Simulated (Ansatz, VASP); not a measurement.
## GaN in VASP and in Ansatz

```
Ga N
1.0
     0.00000    2.22771    2.22771
     2.22771    0.00000    2.22771
     2.22771    2.22771    0.00000
Ga N
1 1
Direct
  0.00000 0.00000 0.00000
  0.25000 0.25000 0.25000
```

Alike in both runs: functional LDA; k mesh 16 × 16 × 16; occupations fermi-dirac, width 0.08 eV; no spin polarisation.

Ansatz relaxed the structure, and its values are those at the end. VASP's run is a single point on that final structure, the one shown.

```csv
,VASP,Ansatz
version,VASP 6.6.1,Ansatz 0.2.0
potentials or method,"VASP PAW LDA potentials, release 64 (Ga_d, N)","PAW with Ansatz's default frozen-core files, scalar-relativistic"
plane-wave cutoff (eV),520,420
valence electrons in the cell,18,18
```

```tsv
	VASP	Ansatz	Ansatz less VASP
pressure (GPa)	1.1	0.0	-1.12
```

LDA's correlation is that of Perdew and Zunger in VASP and of Perdew and Wang (1992) in Ansatz.
